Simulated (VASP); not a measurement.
## Ta4Mo: single point with PBE

Crystal: Ta4Mo.

```
CELL_PARAMETERS angstrom
-2.11712 2.11712 4.14536
2.11712 -2.11712 4.14536
2.11712 2.11712 -4.14536
ATOMIC_POSITIONS crystal
Ta 0.23700 0.23700 0.00000
Ta 0.76300 0.76300 0.00000
Ta 0.50000 0.00000 0.50000
Ta 0.00000 0.50000 0.50000
Mo 0.00000 0.00000 0.00000
```

The cell was generated, and may not be a known phase.

```
Program                : VASP 6.6.1
Task                   : single point
Functional             : PBE
Potentials or basis    : VASP PAW PBE potentials, release 64 (Ta_pv, Mo_sv)
Cutoff                 : 520 eV
k mesh                 : 6 × 6 × 6
Occupations            : gaussian, width 0.1 eV
Spin                   : no spin polarisation
Dipole correction      : no
Further INCAR settings : ALGO = Normal; EDIFF = 1e-07; NBANDS = 37
```

* Pressure: 129.6 GPa
* Largest force: 18.811 eV/Å
* Band gap on the k mesh: zero (bands 29 and 30 overlap by 1.12 eV)

Forces in eV/Å, atoms in the order of the input:
```
Ta    0.000   0.000  18.811
Ta    0.000   0.000 -18.811
Ta    0.000   0.000   0.000
Ta    0.000   0.000   0.000
Mo    0.000   0.000   0.000
```

Stress tensor (GPa, compression positive):
```
113.26   0.00   0.00
  0.00 113.26   0.00
  0.00   0.00 162.30
```

Levels at points of the mesh, in eV from the Fermi level:
| k point | band 27 | band 28 | band 29 | band 30 | band 31 | band 32 |
| --- | --- | --- | --- | --- | --- | --- |
| (0.00, 0.00, 0.00) | -1.07 | -0.89 | -0.89 | -0.01 | 1.13 | 1.34 |
| (0.50, 0.00, 0.00) | -1.77 | -1.13 | -0.55 | 0.37 | 0.40 | 1.67 |
| (0.50, 0.50, 0.00) | -1.18 | -0.76 | -0.03 | 0.40 | 0.77 | 1.27 |
| (0.50, 0.50, 0.50) | 0.49 | 0.49 | 0.74 | 1.39 | 1.39 | 2.12 |

Run time: 3.9 min on 1 thread of Intel Xeon 8259CL, on a shared host, peak memory 0.27 GiB.

Caveat: atoms lie so close that the PAW spheres overlap strongly, which falsifies energies and pressures; the stress differs along the axes, from 113 to 162 GPa; spin-orbit coupling is left out, which moves the levels of the heavy elements; forces of over 1 eV/Å act on the atoms, so gaps and moduli don't describe the material at rest.
